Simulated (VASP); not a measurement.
# C (Cmmm) in VASP: a series of runs

C is run at these levels: PBE; tasks: single point, relaxation of cell and atoms.

Program: VASP 6.6.1. These are calculated values, not measurements. Logs are shortened: lines on timing, memory, paths and dates and some standing lists are left out, and cuts for length are marked.

## 1. The cell of the first run

Symmetry: Cmmm, No. 65, orthorhombic system. The conventional cell has a = 2.376 Å, b = 3.403 Å, c = 4.884 Å, α = 90.00°, β = 90.00°, γ = 90.00°. Within 2.0 Å of C (site symmetry mm2) lie 5 C at 1.51 to 1.94 Å. C (site symmetry mmm) has 8 C at 1.51 to 1.94 Å within 2.0 Å.

## 2. Single point, PBE

INCAR

```
PREC = Accurate
ENCUT = 520
EDIFF = 1E-6
ISMEAR = 0
SIGMA = 0.1
LREAL = F
LASPH = T
NELM = 60
ALGO = Normal
ISIF = 2
LWAVE = F
LCHARG = F
GGA = PE
NBANDS = 13
```

KPOINTS

```
Automatic mesh
0
Gamma
  8 8 4
```

POSCAR

```
C
1.0
    1.1881884100     -1.7012909400      0.0000000000
    1.1881884100      1.7012909400      0.0000000000
    0.0000000000      0.0000000000      4.8843480900
C
3
Direct
    0.5000000000      0.5000000000      0.6905752200
    0.5000000000      0.5000000000      0.3094247800
    0.0000000000      0.0000000000      0.5000000000
```

Potentials or basis: VASP PAW PBE potentials, release 64 (C).

Run with:

```
$ cat potpaw_PBE.64/C/POTCAR > POTCAR
$ mpirun -np 1 vasp_std > vasp.out
```

OUTCAR:

```text
PREC = Accurate
   ENCUT = 520
   EDIFF = 1E-6
   ISMEAR = 0
   LREAL = F
   LASPH = T
   NELM = 60
   ISIF = 2
   GGA = PE

 ion  position               nearest neighbor table
   1  0.500  0.500  0.691-   3 1.51   3 1.51   2 1.86   3 1.94   3 1.94
   2  0.500  0.500  0.309-   3 1.51   3 1.51   1 1.86   3 1.94   3 1.94
   3  0.000  0.000  0.500-   1 1.51   2 1.51   1 1.51   2 1.51   1 1.94   2 1.94   1 1.94   2 1.94

  LATTYP: Found a base centered orthorhombic cell.
 ALAT       =     2.3763768200
 B/A-ratio  =     1.4318359998
 C/A-ratio  =     2.0553760872

  Lattice vectors:

 A1 = (   1.1881884100,  -1.7012909400,   0.0000000000)
 A2 = (   1.1881884100,   1.7012909400,   0.0000000000)
 A3 = (   0.0000000000,   0.0000000000,   4.8843480900)

Analysis of symmetry for initial positions (statically):
=====================================================================
 Subroutine PRICEL returns:
 Original cell was already a primitive cell.

 Routine SETGRP: Setting up the symmetry group for a
 base centered orthorhombic supercell.

 Subroutine GETGRP returns: Found  8 space group operations
 (whereof  8 operations were pure point group operations)
 out of a pool of  8 trial point group operations.

The static configuration has the point symmetry D_2h.

Analysis of symmetry for dynamics (positions and initial velocities):
=====================================================================
 Subroutine PRICEL returns:
 Original cell was already a primitive cell.

 Routine SETGRP: Setting up the symmetry group for a
 base centered orthorhombic supercell.

 Subroutine GETGRP returns: Found  8 space group operations
 (whereof  8 operations were pure point group operations)
 out of a pool of  8 trial point group operations.

The dynamic configuration has the point symmetry D_2h.

 Subroutine INISYM returns: Found  8 space group operations
 (whereof  8 operations are pure point group operations),
 and found     1 'primitive' translations

----------------------------------------------------------------------------------------

                                     Primitive cell

  volume of cell :      19.7470

  direct lattice vectors                    reciprocal lattice vectors
     1.188188410 -1.701290940  0.000000000     0.420808683 -0.293894471  0.000000000
     1.188188410  1.701290940  0.000000000     0.420808683  0.293894471  0.000000000
     0.000000000  0.000000000  4.884348090     0.000000000  0.000000000  0.204735613

[... 96 lines left out ...]
   NELECT =      12.0000    total number of electrons
   NUPDOWN=      -1.0000    fix difference up-down
   EMIN   =  10.00;   EMAX   =-10.00  energy-range for DOS
   EFERMI =   0.00;   METHOD = LEGACY
   ISMEAR =     0;   SIGMA  =   0.10  broadening in eV -4-tet -1-fermi 0-gaus
   EFERMI_NEDOS =   21; number of points for ismear=-14 and -15
   IALGO  =     38    algorithm
   IMIX   =      4    mixing-type and parameters
     AMIX     =   0.40;   BMIX     =  1.00
     AMIX_MAG =   1.60;   BMIX_MAG =  1.00
  volume/ion in A,a.u.               =       6.58        44.42
  Fermi-wavevector in a.u.,A,eV,Ry     =   1.386655  2.620398 26.161445  1.922812
  Thomas-Fermi vector in A             =   2.510950
   LORBIT       =      0    0 simple, 1 ext, 2 COOP (PROOUT), +10 PAW based schemes
   GGA     = PE    functional components
   LHFCALC =     F    Hartree Fock is set to
   AEXX    =    0.0000 exact exchange contribution
   IVDW    =     0    specifies the selected vdW correction
   LEPSILON=     F    determine dielectric tensor
   LRPA    =     F    only Hartree local field effects (RPA)
 non-spin polarized calculation
 Gauss-broadening in eV      SIGMA  =   0.10
  energy-cutoff  :      520.00
  volume of cell :       19.75
 maximum number of plane-waves:       550
   NGX =  7   NGY =  7   NGZ = 19

 number of electron      12.0000001 magnetization

 Free energy of the ion-electron system (eV)
  ---------------------------------------------------
  ext. energy  EPLUGINS =         0.00000000
  ---------------------------------------------------
  free energy    TOTEN  =       -15.15391046 eV

  energy without entropy =      -15.14858052  energy(sigma->0) =      -15.15124549

 E-fermi :   8.5075     XC(G=0): -12.1563

 val. band max:        8.5055103815   @ k =  -0.3750   0.3750   0.0000
 cond. band min:       8.5360714559   @ k =  -0.3750   0.2500   0.5000
 fundamental gap:      0.0305610744
 Fermi energy:         8.5074609950

 k-point     1 :       0.0000    0.0000    0.0000
  band No.  band energies     occupation
      1     -17.9705      2.00000
      2      -9.0798      2.00000
      3      -0.6270      2.00000
      4       3.8209      2.00000
      5       7.0344      2.00000
      6      12.1621      0.00000
      7      12.9330      0.00000
      8      14.9230      0.00000
      9      16.0868      0.00000
     10      17.8644      0.00000
     11      19.5319      0.00000
     12      23.3609      0.00000
     13      23.3673      0.00000
[... 354 lines left out ...]
  band No.  band energies     occupation
      1     -16.0481      2.00000
      2      -7.3172      2.00000
      3      -1.7657      2.00000
      4       2.3803      2.00000
      5       6.2582      2.00000
      6       8.8333      0.00000
      7       9.1848      0.00000
      8      12.3931      0.00000
      9      13.8750      0.00000
     10      18.1437      0.00000
     11      21.2460      0.00000
     12      23.5806      0.00000
     13      23.6283      0.00000

 [... further k-points ...]

------------------------ aborting loop because EDIFF is reached ----------------------------------------

  FORCE on cell =-STRESS in cart. coord.  units (eV):
  Direction    XX          YY          ZZ          XY          YZ          ZX
  --------------------------------------------------------------------------------------
  -------------------------------------------------------------------------------------
  Total        7.0248790     18.7130324      8.0770946     -0.0000000      0.0000000      0.0000000
  in kB      569.9659716   1518.2883061    655.3378414     -0.0000000      0.0000000      0.0000000
  external PRESSURE =     914.5307064 kB  Pullay stress =       0.0000000 kB

 VOLUME and BASIS-vectors are now :
 -----------------------------------------------------------------------------
  energy-cutoff  :      520.00
  volume of cell :       19.75
      direct lattice vectors                 reciprocal lattice vectors
     1.188188410 -1.701290940  0.000000000     0.420808683 -0.293894471  0.000000000
     1.188188410  1.701290940  0.000000000     0.420808683  0.293894471  0.000000000
     0.000000000  0.000000000  4.884348090     0.000000000  0.000000000  0.204735613

 POSITION                                       TOTAL-FORCE (eV/Angst)
 -----------------------------------------------------------------------------------
      1.18819      0.00000      3.37301         0.000000      0.000000      3.941906
      1.18819      0.00000      1.51134        -0.000000      0.000000     -3.941906
      0.00000      0.00000      2.44217         0.000000      0.000000      0.000000
 -----------------------------------------------------------------------------------
    total drift:                                0.000000      0.000000     -0.000000

  FREE ENERGIE OF THE ION-ELECTRON SYSTEM (eV)
  ---------------------------------------------------
  free  energy   TOTEN  =       -15.1539104589 eV

  energy  without entropy=      -15.1485805186  energy(sigma->0) =      -15.15124549
```

OSZICAR:

```text
N       E                     dE             d eps       ncg     rms          rms(c)
DAV:   1     0.269564213567E+02    0.26956E+02   -0.66802E+03  1662   0.882E+02
DAV:   2    -0.140419121547E+02   -0.40998E+02   -0.37444E+02  2221   0.167E+02
DAV:   3    -0.154908395270E+02   -0.14489E+01   -0.14386E+01  1929   0.272E+01
DAV:   4    -0.154981639128E+02   -0.73244E-02   -0.73226E-02  1931   0.243E+00
DAV:   5    -0.154982072838E+02   -0.43371E-04   -0.43371E-04  1906   0.174E-01    0.567E+00
DAV:   6    -0.152416019006E+02    0.25661E+00   -0.16887E-01  1733   0.308E+00    0.341E+00
DAV:   7    -0.151566319281E+02    0.84970E-01   -0.14742E-01  1893   0.275E+00    0.838E-01
DAV:   8    -0.151538571474E+02    0.27748E-02   -0.13450E-02  1823   0.900E-01    0.343E-01
DAV:   9    -0.151538952017E+02   -0.38054E-04   -0.11957E-03  1703   0.269E-01    0.281E-02
DAV:  10    -0.151539014891E+02   -0.62874E-05   -0.50379E-05  1959   0.548E-02    0.142E-02
DAV:  11    -0.151539097077E+02   -0.82186E-05   -0.88199E-06  1723   0.227E-02    0.369E-03
DAV:  12    -0.151539104589E+02   -0.75114E-06   -0.10142E-06  1720   0.791E-03
   1 F= -.15153910E+02 E0= -.15151245E+02  d E =-.532994E-02
```

It took 10 s on 1 thread of Intel Xeon Platinum 8175M at 2.50GHz (Skylake/Cascade Lake), shared host; peak memory 0.12 GiB.

Results:

| Quantity | Value |
| --- | --- |
| Free energy | -15.1539 eV |
| Pressure | 91.5 GPa |
| Largest force | 3.942 eV/Å |
| Band gap on the k mesh | zero (band 6 reaches 12.17 eV, above the bottom of band 7 at 6.48 eV) |

Forces on the atoms (eV/Å):
```
C    0.000  0.000  3.942
C    0.000  0.000 -3.942
C    0.000  0.000  0.000
```

Stress tensor (GPa, compression positive):
```
 57.00   0.00   0.00
  0.00 151.83   0.00
  0.00   0.00  65.53
```

Caveat: the k points lie up to 0.40 Å⁻¹ apart; forces of over 1 eV/Å act on the atoms, so gaps and moduli don't describe the material at rest.

## 3. Single point, PBE

This run uses another cell than the first one, of 9.99 Å³/atom, 1.517 times its volume.

INCAR

```
SYSTEM = C
ALGO = Normal
EDIFF = 1E-6
ENCUT = 520
GGA = PE
ISIF = 2
ISMEAR = 0
LASPH = .True.
LCHARG = .False.
LREAL = .False.
LWAVE = .False.
NBANDS = 13
NELM = 100
PREC = Accurate
SIGMA = 0.1
```

KPOINTS

```
k-points
0
Gamma
  8 8 4
  0 0 0
```

POSCAR

```
C
1.0
    1.1787617513     -3.7247364560      0.0000000000
    1.1787617513      3.7247364560      0.0000000000
    0.0000000000      0.0000000000      3.4123997188
C
3
Direct
    0.5000000000      0.5000000000      0.7955681259
    0.5000000000      0.5000000000      0.2044318741
    0.0000000000      0.0000000000      0.5000000000
```

Potentials or basis: VASP PAW PBE potentials, release 64 (C).

Run with:

```
$ cat potpaw_PBE.64/C/POTCAR > POTCAR
$ mpirun -np 1 vasp_std > vasp.out
```

OUTCAR:

```text
SYSTEM = C
   EDIFF = 1E-6
   ENCUT = 520
   GGA = PE
   ISIF = 2
   ISMEAR = 0
   LASPH = .True.
   LREAL = .False.
   NELM = 100
   PREC = Accurate

 ion  position               nearest neighbor table
   1  0.500  0.500  0.796-   2 1.40   3 1.55   3 1.55   2 2.02
   2  0.500  0.500  0.204-   1 1.40   3 1.55   3 1.55   1 2.02
   3  0.000  0.000  0.500-   1 1.55   2 1.55   1 1.55   2 1.55

  LATTYP: Found a base centered orthorhombic cell.
 ALAT       =     2.3575235026
 B/A-ratio  =     3.1598721726
 C/A-ratio  =     1.4474509862

  Lattice vectors:

 A1 = (   1.1787617513,  -3.7247364560,   0.0000000000)
 A2 = (   1.1787617513,   3.7247364560,   0.0000000000)
 A3 = (   0.0000000000,   0.0000000000,   3.4123997188)

Analysis of symmetry for initial positions (statically):
=====================================================================
 Subroutine PRICEL returns:
 Original cell was already a primitive cell.

 Routine SETGRP: Setting up the symmetry group for a
 base centered orthorhombic supercell.

 Subroutine GETGRP returns: Found  8 space group operations
 (whereof  8 operations were pure point group operations)
 out of a pool of  8 trial point group operations.

The static configuration has the point symmetry D_2h.

Analysis of symmetry for dynamics (positions and initial velocities):
=====================================================================
 Subroutine PRICEL returns:
 Original cell was already a primitive cell.

 Routine SETGRP: Setting up the symmetry group for a
 base centered orthorhombic supercell.

 Subroutine GETGRP returns: Found  8 space group operations
 (whereof  8 operations were pure point group operations)
 out of a pool of  8 trial point group operations.

The dynamic configuration has the point symmetry D_2h.

 Subroutine INISYM returns: Found  8 space group operations
 (whereof  8 operations are pure point group operations),
 and found     1 'primitive' translations

[... 121 lines left out ...]
   GGA     = PE    functional components
   LHFCALC =     F    Hartree Fock is set to
   AEXX    =    0.0000 exact exchange contribution
   IVDW    =     0    specifies the selected vdW correction
   LEPSILON=     F    determine dielectric tensor
   LRPA    =     F    only Hartree local field effects (RPA)
 non-spin polarized calculation
 Gauss-broadening in eV      SIGMA  =   0.10
  energy-cutoff  :      520.00
  volume of cell :       29.96
 maximum number of plane-waves:       829
 NGX is ok and might be reduce to    30
   NGX = 15   NGY = 15   NGZ = 13

 number of electron      12.0000001 magnetization

 Free energy of the ion-electron system (eV)
  ---------------------------------------------------
  ext. energy  EPLUGINS =         0.00000000
  ---------------------------------------------------
  free energy    TOTEN  =       -22.31338037 eV

  energy without entropy =      -22.30800232  energy(sigma->0) =      -22.31069134

 E-fermi :   3.5471     XC(G=0):  -9.7062

 val. band max:        3.4925570191   @ k =  -0.3750   0.1250   0.2500
 cond. band min:       3.6597004413   @ k =   0.3750   0.3750   0.5000
 fundamental gap:      0.1671434222
 Fermi energy:         3.5471171304

 k-point     1 :       0.0000    0.0000    0.0000
  band No.  band energies     occupation
      1     -16.1067      2.00000
      2      -7.8431      2.00000
      3      -6.2276      2.00000
      4      -3.2242      2.00000
      5      -0.8086      2.00000
      6       6.8901      0.00000
      7       7.4732      0.00000
      8       7.7382      0.00000
      9       9.3370      0.00000
     10      12.2424      0.00000
     11      13.4073      0.00000
     12      15.7959      0.00000
     13      17.5916      0.00000
[... 354 lines left out ...]
  band No.  band energies     occupation
      1     -14.3388      2.00000
      2      -9.6817      2.00000
      3      -4.7379      2.00000
      4      -2.9522      2.00000
      5      -1.3638      2.00000
      6       3.4593      1.78589
      7       3.7274      0.01081
      8       9.1329      0.00000
      9      10.2252      0.00000
     10      11.7233      0.00000
     11      15.6949      0.00000
     12      16.8984      0.00000
     13      19.0995      0.00000

 [... further k-points ...]
[... 5 lines left out ...]
  --------------------------------------------------------------------------------------
  -------------------------------------------------------------------------------------
  Total        0.0659943      0.0490761      0.0811449     -0.0000000      0.0000000      0.0000000
  in kB        3.5286278      2.6240317      4.3387054     -0.0000000      0.0000000      0.0000000
  external PRESSURE =       3.4971217 kB  Pullay stress =       0.0000000 kB

 VOLUME and BASIS-vectors are now :
 -----------------------------------------------------------------------------
  energy-cutoff  :      520.00
  volume of cell :       29.96
      direct lattice vectors                 reciprocal lattice vectors
     1.178761751 -3.724736456  0.000000000     0.424173926 -0.134237685  0.000000000
     1.178761751  3.724736456  0.000000000     0.424173926  0.134237685  0.000000000
     0.000000000  0.000000000  3.412399719     0.000000000  0.000000000  0.293048905

 POSITION                                       TOTAL-FORCE (eV/Angst)
 -----------------------------------------------------------------------------------
      1.17876      0.00000      2.71480         0.000000      0.000000     -0.007503
      1.17876      0.00000      0.69760        -0.000000      0.000000      0.007503
      0.00000      0.00000      1.70620        -0.000000      0.000000      0.000000
 -----------------------------------------------------------------------------------
    total drift:                                0.000000      0.000000     -0.000000

  FREE ENERGIE OF THE ION-ELECTRON SYSTEM (eV)
  ---------------------------------------------------
  free  energy   TOTEN  =       -22.3133803664 eV

  energy  without entropy=      -22.3080023218  energy(sigma->0) =      -22.31069134
```

OSZICAR:

```text
N       E                     dE             d eps       ncg     rms          rms(c)
DAV:   1     0.239916105458E+02    0.23992E+02   -0.61364E+03  1646   0.835E+02
DAV:   2    -0.213214526533E+02   -0.45313E+02   -0.42367E+02  2236   0.166E+02
DAV:   3    -0.232657687613E+02   -0.19443E+01   -0.19200E+01  2144   0.303E+01
DAV:   4    -0.232820082924E+02   -0.16240E-01   -0.16231E-01  2029   0.331E+00
DAV:   5    -0.232821788574E+02   -0.17057E-03   -0.17053E-03  2170   0.288E-01    0.621E+00
DAV:   6    -0.225047032481E+02    0.77748E+00   -0.64291E-01  2043   0.509E+00    0.339E+00
DAV:   7    -0.223185363272E+02    0.18617E+00   -0.42015E-01  2038   0.419E+00    0.143E+00
DAV:   8    -0.223116433776E+02    0.68929E-02   -0.49576E-02  2044   0.155E+00    0.682E-01
DAV:   9    -0.223133353914E+02   -0.16920E-02   -0.63988E-03  1929   0.583E-01    0.109E-01
DAV:  10    -0.223133133480E+02    0.22043E-04   -0.99838E-04  1953   0.220E-01    0.421E-02
DAV:  11    -0.223133794642E+02   -0.66116E-04   -0.23293E-04  2009   0.107E-01    0.178E-02
DAV:  12    -0.223133792036E+02    0.26058E-06   -0.46419E-05  2055   0.435E-02    0.575E-03
DAV:  13    -0.223133803561E+02   -0.11524E-05   -0.27961E-06  1848   0.127E-02    0.126E-03
DAV:  14    -0.223133803664E+02   -0.10311E-07   -0.14600E-07  1515   0.302E-03
   1 F= -.22313380E+02 E0= -.22310691E+02  d E =-.537804E-02
```

Wall time 41 s (1 thread of Intel Xeon Platinum 8175M at 2.50GHz (Skylake/Cascade Lake), shared host); peak memory 0.16 GiB.

What came out:

| Quantity | Value |
| --- | --- |
| Free energy | -22.3134 eV |
| Pressure | 0.3 GPa |
| Largest force | 0.008 eV/Å |
| Band gap on the k mesh | zero (band 6 reaches 7.08 eV, above the bottom of band 7 at 2.97 eV) |

Forces in eV/Å, atoms in the order of the input:
```
C    0.000  0.000 -0.008
C    0.000  0.000  0.008
C    0.000  0.000  0.000
```

Levels at points of the mesh, in eV from the Fermi level:
```csv
k point,band 3,band 4,band 5,band 6,band 7,band 8,band 9,band 10
"(0.00, 0.00, 0.00)",-9.77,-6.77,-4.36,3.34,3.93,4.19,5.79,8.70
"(0.50, 0.00, 0.00)",-9.88,-6.61,-2.99,-2.68,-0.57,2.58,4.97,10.88
"(0.50, 0.50, 0.00)",-9.70,-7.87,-4.37,2.66,3.60,5.78,8.60,8.81
"(0.00, 0.00, 0.50)",-4.63,-4.34,-3.13,-2.94,0.83,6.35,6.97,8.96
"(0.50, 0.00, 0.50)",-12.14,-10.07,-1.39,-0.11,1.11,1.30,9.52,9.93
"(0.50, 0.50, 0.50)",-5.62,-4.32,-4.20,-2.95,0.81,8.93,9.34,9.51
```

Caveat: the k points lie up to 0.46 Å⁻¹ apart.

[end of part 1 of 2]
